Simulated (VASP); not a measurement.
# ZrHSe2 (P-3m1) in VASP: notebook, part 2 of 2

VASP 6.6.1. The steps go on from the part before.

## Step 3: Relaxation of cell and atoms, PBE+D3(BJ)

This run uses another cell than the first one, of 18.24 Å³/atom.

INCAR reads:

```
SYSTEM = ZrHSe2
PREC     = Accurate       ! precision mode
ENCUT    = 600            ! plane-wave cutoff, eV
EDIFF    = 1E-6           ! SCF threshold, eV
ISMEAR   = 0              ! smearing method
SIGMA    = 0.1            ! smearing width, eV
LREAL    = .FALSE.        ! projectors in reciprocal space
LASPH    = .TRUE.         ! aspherical terms in the spheres
NELM     = 100            ! most SCF steps
ALGO     = Normal         ! electronic algorithm
ISIF     = 3              ! what is computed and relaxed
LWAVE    = .FALSE.        ! write WAVECAR
LCHARG   = .FALSE.        ! write CHGCAR
GGA      = PE             ! functional
IVDW     = 12             ! dispersion correction
IBRION   = 2              ! ionic algorithm
NSW      = 90             ! ionic steps
EDIFFG   = -0.0325        ! ionic threshold
```

KPOINTS reads:

```
regular mesh
0
G
  6 6 4
  0 0 0
```

POSCAR reads:

```
ZrHSe2
1.0
    3.7361213069      0.0000000000      0.0000000000
   -1.8680606535      3.2355759634      0.0000000000
    0.0000000000      0.0000000000      6.0363398387
Zr Se H
1 2 1
Direct
    0.0000000000      0.0000000000      0.0000000000
    0.3333333333      0.6666666667      0.2648971153
    0.6666666667      0.3333333333      0.7351028847
    0.0000000000      0.0000000000      0.5000000000
```

Potentials or basis: VASP PAW PBE potentials, release 64 (Zr_sv, Se, H).

Command:

```sh
cat potpaw_PBE.64/Zr_sv/POTCAR potpaw_PBE.64/Se/POTCAR potpaw_PBE.64/H/POTCAR > POTCAR
mpirun -np 1 vasp_std > vasp.out
```

OUTCAR:

```text
SYSTEM = ZrHSe2
   PREC = Accurate
   ENCUT = 600
   EDIFF = 1E-6
   ISMEAR = 0
   LREAL = .FALSE.
   LASPH = .TRUE.
   NELM = 100
   ISIF = 3
   GGA = PE
   IVDW = 12
   IBRION = 2
   NSW = 90
   EDIFFG = -0.0325
 IVDW          = 12

 ion  position               nearest neighbor table
   1  0.000  0.000  0.000-   2 2.69   3 2.69   3 2.69   2 2.69   3 2.69   2 2.69
   2  0.333  0.667  0.265-   1 2.69   1 2.69   1 2.69
   3  0.667  0.333  0.735-   1 2.69   1 2.69   1 2.69
   4  0.000  0.000  0.500-

  LATTYP: Found a hexagonal cell.
 ALAT       =     3.7361213069
 C/A-ratio  =     1.6156701945

  Lattice vectors:

 A1 = (   3.7361213069,   0.0000000000,   0.0000000000)
 A2 = (  -1.8680606535,   3.2355759634,   0.0000000000)
[... 174 lines left out ...]

 Free energy of the ion-electron system (eV)
  ---------------------------------------------------
  ext. energy  EPLUGINS =         0.00000000
  ---------------------------------------------------
  free energy    TOTEN  =       -20.62686378 eV

  energy without entropy =      -20.60748442  energy(sigma->0) =      -20.61717410

------------------------ aborting loop because EDIFF is reached ----------------------------------------

 Edisp (eV)   -1.43032

 E8    (eV) :    -0.6133
[... 243 lines left out ...]
--------------------------------------- Ionic step        7  -------------------------------------------

 number of electron      25.0000002 magnetization

 Free energy of the ion-electron system (eV)
  ---------------------------------------------------
  ext. energy  EPLUGINS =         0.00000000
  ---------------------------------------------------
  free energy    TOTEN  =       -20.70973839 eV

  energy without entropy =      -20.69220939  energy(sigma->0) =      -20.70097389

 E-fermi :   6.1426     XC(G=0): -10.4746

 val. band max:        6.1385236976   @ k =   0.3333   0.3333   0.0000
 cond. band min:       6.1712278394   @ k =  -0.1667   0.5000   0.2500
 fundamental gap:      0.0327041417
 Fermi energy:         6.1425843728

 k-point     1 :       0.0000    0.0000    0.0000
  band No.  band energies     occupation
      1     -43.3553      2.00000
      2     -21.4263      2.00000
      3     -21.3259      2.00000
      4     -21.3259      2.00000
      5      -8.1846      2.00000
      6      -6.0153      2.00000
[... 480 lines left out ...]
  FREE ENERGIE OF THE ION-ELECTRON SYSTEM (eV)
  ---------------------------------------------------
  free  energy   TOTEN  =       -22.2242633841 eV

  energy  without entropy=      -22.2067343852  energy(sigma->0) =      -22.21549888

 reached required accuracy - stopping structural energy minimisation
```

OSZICAR:

```text
N       E                     dE             d eps       ncg     rms          rms(c)
DAV:   1     0.189834851260E+03    0.18983E+03   -0.13131E+04   768   0.157E+03
DAV:   2    -0.107341199424E+02   -0.20057E+03   -0.19893E+03  1008   0.329E+02
DAV:   3    -0.216103838206E+02   -0.10876E+02   -0.10789E+02  1344   0.704E+01
[... 73 lines left out ...]
DAV:   4    -0.207093724665E+02   -0.45091E-03   -0.28038E-03  1200   0.325E-01    0.122E-01
DAV:   5    -0.207095957808E+02   -0.22331E-03   -0.39907E-04  1192   0.107E-01    0.722E-02
DAV:   6    -0.207097346768E+02   -0.13890E-03   -0.26721E-04  1296   0.999E-02    0.173E-02
DAV:   7    -0.207097383784E+02   -0.37015E-05   -0.13867E-05   864   0.303E-02    0.496E-03
DAV:   8    -0.207097383933E+02   -0.14904E-07   -0.64312E-07   384   0.654E-03
   7 F= -.22224263E+02 E0= -.22215499E+02  d E =-.147622E-01
```

CONTCAR:

```text
ZrHSe2
   1.00000000000000
     3.8164767470035508   -0.0000000000012588   -0.0000000000000000
    -1.9082383735539408    3.3051658158628618    0.0000000000000000
     0.0000000000000000   -0.0000000000000000    5.4652833678822645
  Zr              Se              H
     1     2     1
Direct
     0.0000000000000000    0.0000000000000000    0.0000000000000000
     0.3333333332999970    0.6666666667000030    0.2838919945008316
     0.6666666667000030    0.3333333332999970    0.7161080054991684
     0.0000000000000000    0.0000000000000000    0.5000000000000000

  0.00000000E+00  0.00000000E+00  0.00000000E+00
  0.00000000E+00  0.00000000E+00  0.00000000E+00
  0.00000000E+00  0.00000000E+00  0.00000000E+00
  0.00000000E+00  0.00000000E+00  0.00000000E+00
```

Run time: 3.1 min. Hardware: 1 thread of Intel Xeon Platinum 8259CL at 2.50GHz (Skylake/Cascade Lake), shared host; peak memory 0.24 GiB.

What came out:

```yaml
Free_energy: -22.2243 eV
Relaxed_volume: 17.23 Å³/atom
Relaxed_cell: a = 3.816 Å, b = 3.816 Å, c = 5.465 Å, α = 90.00°, β = 90.00°, γ = 120.00°
Space_group_after_relaxing_to_0.1_Å: P-3m1 (No. 164)
Energy_gained_by_relaxing: 41.8 meV/atom
Ionic_steps: 7
Pressure_after_relaxing: 0.0 GPa
Band_gap_on_the_k_mesh: zero (an odd number of electrons rules out a gap without spin polarisation)
Dispersion_energy_per_atom: -0.379 eV
```

Forces in eV/Å, atoms in the order of the input:
```
Zr   0.000  0.000  0.000
Se   0.000  0.000  0.002
Se   0.000  0.000 -0.002
H    0.000  0.000  0.000
```

The path:
| step | energy change (eV) | largest force (eV/Å) | pressure (GPa) | volume (Å³) |
| --- | --- | --- | --- | --- |
| 1 | 0.0000 | 0.4875 | -0.92 | 72.97 |
| 2 | -0.0572 | 0.4688 | -0.65 | 71.86 |
| 3 | -0.1530 | 0.3379 | 0.87 | 68.92 |
| 4 | 0.1115 | 0.5105 | 9.11 | 62.71 |
| 5 | -0.1523 | 0.3727 | 2.23 | 67.94 |
| 6 | -0.1501 | 0.3745 | -2.16 | 70.04 |
| 7 | -0.1671 | 0.0021 | 0.03 | 68.94 |

Final structure:
```cif
data_structure
_symmetry_space_group_name_H-M 'P 1'
_symmetry_Int_Tables_number 1
_cell_length_a 3.8165
_cell_length_b 3.8165
_cell_length_c 5.4653
_cell_angle_alpha 90.000
_cell_angle_beta 90.000
_cell_angle_gamma 120.000
_cell_volume 68.94
loop_
_atom_site_label
_atom_site_type_symbol
_atom_site_fract_x
_atom_site_fract_y
_atom_site_fract_z
_atom_site_occupancy
Zr1 Zr 0.00000 0.00000 0.00000 1
Se1 Se 0.33333 0.66667 0.28389 1
Se2 Se 0.66667 0.33333 0.71611 1
H1 H 0.00000 0.00000 0.50000 1
```

Levels at points of the mesh, in eV from the Fermi level:
```tsv
k point	band 8	band 9	band 10	band 11	band 12	band 13	band 14	band 15	band 16
(0.00, 0.00, 0.00)	-3.26	-3.26	-0.58	-0.58	-0.28	0.38	0.87	0.87	1.83
(0.50, 0.00, 0.00)	-3.59	-3.28	-2.73	-2.72	-2.54	-1.14	2.33	2.34	2.87
(0.00, 0.00, 0.50)	-3.38	-3.04	-3.04	-1.19	-1.19	0.70	0.70	0.88	1.32
(0.50, 0.00, 0.50)	-5.51	-3.53	-2.72	-1.48	-1.30	0.06	0.53	2.31	2.61
```

Caveat: an odd number of electrons without spin polarisation forces a metal; a magnetic or distorted state may lie lower.

The gap in the log of VASP goes by the Fermi energy; the results here count the filled bands.